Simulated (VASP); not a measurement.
A run of VASP 6.6.1:

The input INCAR:

```
PREC     = Accurate       # precision mode
ENCUT    = 520            # plane-wave cutoff, eV
EDIFF    = 1E-6           # SCF threshold, eV
ISMEAR   = 0              # smearing method
SIGMA    = 0.05           # smearing width, eV
LREAL    = False          # projectors in reciprocal space
LASPH    = True           # aspherical terms in the spheres
NELM     = 60             # most SCF steps
ALGO     = Normal         # electronic algorithm
ISIF     = 2              # what is computed and relaxed
LWAVE    = False          # write WAVECAR
LCHARG   = False          # write CHGCAR
GGA      = PE             # functional
NBANDS   = 26             # bands
```

Contents of KPOINTS:

```
regular mesh
0
Gamma
  9 9 6
```

The input POSCAR:

```
ZnS
1.0
    3.8110000000      0.0000000000      0.0000000000
   -1.9055000000      3.3004228138      0.0000000000
    0.0000000000      0.0000000000      6.2340000000
Zn S
2 2
Direct
    0.3333333333      0.6666666667      0.0000000000
    0.6666666667      0.3333333333      0.5000000000
    0.3333333333      0.6666666667      0.3850000000
    0.6666666667      0.3333333333      0.8850000000
```

Potentials or basis: VASP PAW PBE potentials, release 64 (Zn, S).

Launch:

```console
$ cat potpaw_PBE.64/Zn/POTCAR potpaw_PBE.64/S/POTCAR > POTCAR
$ mpirun -np 1 vasp_std > vasp.out
```

Hardware: 1 thread of Intel(R) Xeon(R) Platinum 8488C (Sapphire Rapids), on a shared host.

Question: How long does it take, and how much memory?

Answer: It took 70 s on 1 thread of Intel(R) Xeon(R) Platinum 8488C (Sapphire Rapids) (shared host), peak memory 0.23 GiB. Counts: scf iterations 14, k points 48.
